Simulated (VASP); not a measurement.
# AlFe (Pm-3m) in VASP: relaxation of the atoms with PBE

Aim: the relaxation of the atoms of AlFe with PBE.

All numbers are computed with VASP 6.6.1; they aren't measurements. Logs are shortened: lines on timing, memory, paths and dates and some standing lists are left out, and cuts for length are marked.

## 1. The cell of the first run

The structure is cubic, space group Pm-3m (No. 221). Conventional cell: a = 2.910 Å, b = 2.910 Å, c = 2.910 Å, α = 90.00°, β = 90.00°, γ = 90.00°. Within 3.3 Å of Al (site symmetry m-3m) lie 8 Fe at 2.52 Å and 6 Al at 2.91 Å. Fe (site symmetry m-3m) has 8 Al at 2.52 Å and 6 Fe at 2.91 Å within 3.3 Å.

## 2. Relaxation of the atoms, PBE, collinear spin, ferromagnetic start

Contents of INCAR:

```
  PREC = Accurate
  ENCUT = 520
  EDIFF = 1E-7
  ISMEAR = -1
  SIGMA = 0.05
  LREAL = False
  LASPH = True
  NELM = 150
  ALGO = Normal
  ISIF = 2
  LWAVE = False
  LCHARG = False
  ISPIN = 2
  MAGMOM = 0 3
  LORBIT = 11
  LMAXMIX = 4
  GGA = PE
  IBRION = 2
  NSW = 80
  EDIFFG = -0.02
```

Contents of KPOINTS:

```
Automatic mesh
0
Gamma
  11 11 11
```

Contents of POSCAR:

```
AlFe
1.0
    2.9100000000      0.0000000000      0.0000000000
    0.0000000000      2.9100000000      0.0000000000
    0.0000000000      0.0000000000      2.9100000000
Al Fe
1 1
Direct
    0.0000000000      0.0000000000      0.0000000000
    0.5000000000      0.5000000000      0.5000000000
```

Potentials or basis: VASP PAW PBE potentials, release 64 (Al, Fe).

The run is started by

```bash
$ cat potpaw_PBE.64/Al/POTCAR potpaw_PBE.64/Fe/POTCAR > POTCAR
$ mpirun -np 1 vasp_std > vasp.out
```

OUTCAR:

```text
PREC = Accurate
   ENCUT = 520
   EDIFF = 1E-7
   ISMEAR = -1
   LREAL = False
   LASPH = True
   NELM = 150
   ISIF = 2
   ISPIN = 2
   LORBIT = 11
   GGA = PE
   IBRION = 2
   NSW = 80
   EDIFFG = -0.02

 ion  position               nearest neighbor table
   1  0.000  0.000  0.000-   2 2.52   2 2.52   2 2.52   2 2.52   2 2.52   2 2.52   2 2.52   2 2.52

   2  0.500  0.500  0.500-   1 2.52   1 2.52   1 2.52   1 2.52   1 2.52   1 2.52   1 2.52   1 2.52

  LATTYP: Found a simple cubic cell.
 ALAT       =     2.9100000000

  Lattice vectors:

 A1 = (   2.9100000000,   0.0000000000,   0.0000000000)
 A2 = (   0.0000000000,   2.9100000000,   0.0000000000)
 A3 = (   0.0000000000,   0.0000000000,   2.9100000000)

Analysis of symmetry for initial positions (statically):
=====================================================================
 Subroutine PRICEL returns:
 Original cell was already a primitive cell.

 Routine SETGRP: Setting up the symmetry group for a
 simple cubic supercell.

 Subroutine GETGRP returns: Found 48 space group operations
 (whereof 48 operations were pure point group operations)
 out of a pool of 48 trial point group operations.

The static configuration has the point symmetry O_h .

Analysis of symmetry for dynamics (positions and initial velocities):
=====================================================================
 Subroutine PRICEL returns:
 Original cell was already a primitive cell.

 Routine SETGRP: Setting up the symmetry group for a
 simple cubic supercell.

 Subroutine GETGRP returns: Found 48 space group operations
 (whereof 48 operations were pure point group operations)
 out of a pool of 48 trial point group operations.

The dynamic configuration has the point symmetry O_h .

Analysis of structural, dynamic, and magnetic symmetry:
=====================================================================
 Subroutine PRICEL returns:
 Original cell was already a primitive cell.

 Routine SETGRP: Setting up the symmetry group for a
 simple cubic supercell.

 Subroutine GETGRP returns: Found 48 space group operations
 (whereof 48 operations were pure point group operations)
 out of a pool of 48 trial point group operations.

The overall configuration has the point symmetry O_h .

 Subroutine INISYM returns: Found 48 space group operations
 (whereof 48 operations are pure point group operations),
 and found     1 'primitive' translations

----------------------------------------------------------------------------------------

                                     Primitive cell

  volume of cell :      24.6422

  direct lattice vectors                    reciprocal lattice vectors
     2.910000000  0.000000000  0.000000000     0.343642612  0.000000000  0.000000000
     0.000000000  2.910000000  0.000000000     0.000000000  0.343642612  0.000000000
     0.000000000  0.000000000  2.910000000     0.000000000  0.000000000  0.343642612

  length of vectors
     2.910000000  2.910000000  2.910000000     0.343642612  0.343642612  0.343642612

  position of ions in fractional coordinates (direct lattice)
     0.000000000  0.000000000  0.000000000
     0.500000000  0.500000000  0.500000000

  ion indices of the primitive-cell ions
   primitive index   ion index
                 1           1
                 2           2

----------------------------------------------------------------------------------------

 KPOINTS: Automatic mesh

Automatic generation of k-mesh.
 Grid dimensions read from file:
 generate k-points for:   11   11   11

 Generating k-lattice:

  Cartesian coordinates                     Fractional coordinates (reciprocal lattice)
     0.031240237  0.000000000  0.000000000     0.090909091  0.000000000  0.000000000
     0.000000000  0.031240237  0.000000000     0.000000000  0.090909091  0.000000000
     0.000000000  0.000000000  0.031240237     0.000000000  0.000000000  0.090909091

  Length of vectors
     0.031240237  0.031240237  0.031240237

  Shift w.r.t. Gamma in fractional coordinates (k-lattice)
     0.000000000  0.000000000  0.000000000

 Subroutine IBZKPT returns following result:
 ===========================================

 Found     56 irreducible k-points:

 Following reciprocal coordinates:
            Coordinates               Weight
  0.000000  0.000000  0.000000      1.000000
  0.090909  0.000000  0.000000      6.000000
  0.181818  0.000000  0.000000      6.000000
  0.272727  0.000000  0.000000      6.000000
  0.363636  0.000000  0.000000      6.000000
  0.454545  0.000000  0.000000      6.000000
[... 16 lines left out ...]
  0.181818  0.090909  0.090909     24.000000
  0.272727  0.090909  0.090909     24.000000
 [... further k-points ...]
   k-points           NKPTS =     56   k-points in BZ     NKDIM =     56   number of bands    NBANDS=     11
   number of dos      NEDOS =    301   number of ions     NIONS =      2
   total plane-waves  NPLWV =  13824
   dimension x,y,z NGX =    24 NGY =   24 NGZ =   24
   dimension x,y,z NGXF=    48 NGYF=   48 NGZF=   48
   ions per type =               1   1
   NGX,Y,Z   is equivalent  to a cutoff of  13.71, 13.71, 13.71 a.u.
   NGXF,Y,Z  is equivalent  to a cutoff of  27.42, 27.42, 27.42 a.u.
 SYSTEM =  unknown system
   PREC   = accura    normal or accurate (medium, high low for compatibility)
   ISTART =      0    job   : 0-new  1-cont  2-samecut
   ICHARG =      2    charge: 1-file 2-atom 10-const
   ISPIN  =      2    spin polarized calculation?
   LNONCOLLINEAR =      F non collinear calculations
   LSORBIT =      F    spin-orbit coupling
   LASPH  =      T    aspherical Exc in radial PAW
   ENCUT  =  520.0 eV  38.22 Ry    6.18 a.u.   5.41  5.41  5.41*2*pi/ulx,y,z
   NELM   =    150;   NELMIN=  2; NELMDL= -5     # of ELM steps
   EDIFF  = 0.1E-06   stopping-criterion for ELM
   LREAL  =      F    real-space projection
   EDIFFG = -.2E-01   stopping-criterion for IOM
   NSW    =     80    number of steps for IOM
   IBRION =      2    ionic relax: 0-MD 1-quasi-New 2-CG
   NFREE  =      1    steps in history (QN), initial steepest desc. (CG)
   ISIF   =      2    stress and relaxation
   ISYM   =      2    0-nonsym 1-usesym 2-fastsym
   POTIM  = 0.5000    time-step for ionic-motion
   TEBEG  =    0.0;   TEEND  =   0.0 temperature during run
   PSTRESS=    0.0 pullay stress
   NELECT =      11.0000    total number of electrons
   NUPDOWN=      -1.0000    fix difference up-down
   EMIN   =  10.00;   EMAX   =-10.00  energy-range for DOS
   EFERMI =   0.00;   METHOD = LEGACY
   ISMEAR =    -1;   SIGMA  =   0.05  broadening in eV -4-tet -1-fermi 0-gaus
   EFERMI_NEDOS =   21; number of points for ismear=-14 and -15
   IALGO  =     38    algorithm
   IMIX   =      4    mixing-type and parameters
     AMIX     =   0.40;   BMIX     =  1.00
     AMIX_MAG =   1.60;   BMIX_MAG =  1.00
  volume/ion in A,a.u.               =      12.32        83.15
  Fermi-wavevector in a.u.,A,eV,Ry     =   1.251160  2.364349 21.298567  1.565401
  Thomas-Fermi vector in A             =   2.385120
   LORBIT       =     11    0 simple, 1 ext, 2 COOP (PROOUT), +10 PAW based schemes
   GGA     = PE    functional components
   LHFCALC =     F    Hartree Fock is set to
   AEXX    =    0.0000 exact exchange contribution
   IVDW    =     0    specifies the selected vdW correction
   LEPSILON=     F    determine dielectric tensor
   LRPA    =     F    only Hartree local field effects (RPA)
 conjugate gradient relaxation of ions
 spin polarized calculation
  energy-cutoff  :      520.00
  volume of cell :       24.64
 maximum number of plane-waves:       691
 NGX is ok and might be reduce to    24
   NGX = 11   NGY = 11   NGZ = 11

 number of electron      10.9999994 magnetization       0.7098630

 Free energy of the ion-electron system (eV)
  ---------------------------------------------------
  ext. energy  EPLUGINS =         0.00000000
  ---------------------------------------------------
  free energy    TOTEN  =       -12.63979798 eV

  energy without entropy =      -12.62063400  energy(sigma->0) =      -12.63021599

 E-fermi :   7.6643     XC(G=0): -11.9716

 val. band max:        7.6604416108   @ k =   0.4545   0.3636   0.2727
 cond. band min:       7.6780030870   @ k =   0.4545   0.2727   0.0000
 fundamental gap:      0.0175614762
 Fermi energy:         7.6643194816

 spin component 1

 k-point     1 :       0.0000    0.0000    0.0000
  band No.  band energies     occupation
      1      -2.5611      1.00000
      2       5.2437      1.00000
      3       5.2438      1.00000
      4       7.2386      0.99980
      5       7.2386      0.99980
      6       7.2386      0.99980
      7      13.7822      0.00000
      8      13.7822      0.00000
      9      13.7822      0.00000
     10      16.7662      0.00000
     11      16.7662      0.00000

 k-point     2 :       0.0909    0.0000    0.0000
  band No.  band energies     occupation
      1      -2.4101      1.00000
      2       5.2278      1.00000
      3       5.2866      1.00000
      4       7.1530      0.99996
      5       7.1530      0.99996
      6       7.2475      0.99976
      7      12.5799      0.00000
      8      13.9978      0.00000
      9      13.9978      0.00000
     10      16.7371      0.00000
     11      17.8480      0.00000
[... 295 lines left out ...]
 k-point    24 :       0.2727    0.0909    0.0909
  band No.  band energies     occupation
      1      -0.9477      1.00000
      2       4.7715      1.00000
      3       5.5730      1.00000
      4       6.5879      1.00000
      5       6.6339      1.00000
      6       7.1481      0.99997
      7       9.5966      0.00000
      8      13.9103      0.00000
      9      14.6300      0.00000
     10      18.3831      0.00000
     11      21.4934      0.00000

 [... further k-points ...]

 spin component 2

 k-point     1 :       0.0000    0.0000    0.0000
  band No.  band energies     occupation
      1      -2.5585      1.00000
      2       5.6306      1.00000
      3       5.6306      1.00000
      4       8.0810      0.00024
      5       8.0810      0.00024
      6       8.0810      0.00024
      7      13.8065      0.00000
      8      13.8065      0.00000
      9      13.8065      0.00000
     10      16.8323      0.00000
     11      16.8323      0.00000

 k-point     2 :       0.0909    0.0000    0.0000
  band No.  band energies     occupation
      1      -2.4078      1.00000
      2       5.5996      1.00000
      3       5.6776      1.00000
      4       7.9809      0.00178
      5       7.9809      0.00178
      6       8.0909      0.00020
      7      12.6566      0.00000
      8      14.0342      0.00000
      9      14.0342      0.00000
     10      16.7915      0.00000
     11      17.8837      0.00000
[... 295 lines left out ...]
 k-point    24 :       0.2727    0.0909    0.0909
  band No.  band energies     occupation
      1      -0.9455      1.00000
      2       4.9899      1.00000
      3       5.9847      1.00000
      4       7.3259      0.99885
      5       7.3614      0.99767
      6       7.9738      0.00205
      7       9.9291      0.00000
      8      14.0357      0.00000
      9      14.7423      0.00000
     10      18.3493      0.00000
     11      21.5007      0.00000

 [... further k-points ...]

------------------------ aborting loop because EDIFF is reached ----------------------------------------

  FORCE on cell =-STRESS in cart. coord.  units (eV):
  Direction    XX          YY          ZZ          XY          YZ          ZX
  --------------------------------------------------------------------------------------
  -------------------------------------------------------------------------------------
  Total       -0.9210150     -0.9210150     -0.9210150     -0.0000000     -0.0000000      0.0000000
  in kB      -59.8822817    -59.8822817    -59.8822817     -0.0000000     -0.0000000      0.0000000
  external PRESSURE =     -59.8822817 kB  Pullay stress =       0.0000000 kB

 VOLUME and BASIS-vectors are now :
 -----------------------------------------------------------------------------
  energy-cutoff  :      520.00
  volume of cell :       24.64
      direct lattice vectors                 reciprocal lattice vectors
     2.910000000  0.000000000  0.000000000     0.343642612  0.000000000  0.000000000
     0.000000000  2.910000000  0.000000000     0.000000000  0.343642612  0.000000000
     0.000000000  0.000000000  2.910000000     0.000000000  0.000000000  0.343642612

 POSITION                                       TOTAL-FORCE (eV/Angst)
 -----------------------------------------------------------------------------------
      0.00000      0.00000      0.00000         0.000000      0.000000      0.000000
      1.45500      1.45500      1.45500         0.000000      0.000000      0.000000
 -----------------------------------------------------------------------------------
    total drift:                                0.000000     -0.000000     -0.000000

  FREE ENERGIE OF THE ION-ELECTRON SYSTEM (eV)
  ---------------------------------------------------
  free  energy   TOTEN  =       -12.6397979821 eV

  energy  without entropy=      -12.6206339979  energy(sigma->0) =      -12.63021599

 reached required accuracy - stopping structural energy minimisation

 total charge

# of ion       s       p       d       tot
------------------------------------------
    1        0.395   0.420   0.000   0.816
    2        0.416   0.474   6.452   7.342
--------------------------------------------------
tot          0.812   0.895   6.452   8.158

 magnetization (x)

# of ion       s       p       d       tot
------------------------------------------
    1       -0.008  -0.017   0.000  -0.025
    2        0.000   0.008   0.745   0.754
--------------------------------------------------
tot         -0.008  -0.009   0.745   0.729
```

Run time: 29 s. Hardware: 1 thread of Intel Xeon Platinum 8259CL at 2.50GHz (Skylake/Cascade Lake), shared host; peak memory 0.16 GiB.

Results:

```yaml
Free_energy: -12.6398 eV
Pressure_after_relaxing: -6.0 GPa
Net_moment: 0.71 μB per cell
Site_moments: Al -0.03; Fe +0.75 μB
Valence_electrons_inside_the_program's_atomic_spheres: Al 0.82; Fe 7.34
```

Final structure:
```xyz
2
Lattice="2.9100 0.0000 0.0000 0.0000 2.9100 0.0000 0.0000 0.0000 2.9100" Properties=species:S:1:pos:R:3 pbc="T T T"
Al    0.0000    0.0000    0.0000
Fe    1.4550    1.4550    1.4550
```

Caveat: the relaxation stopped at its first step, so nothing moved.
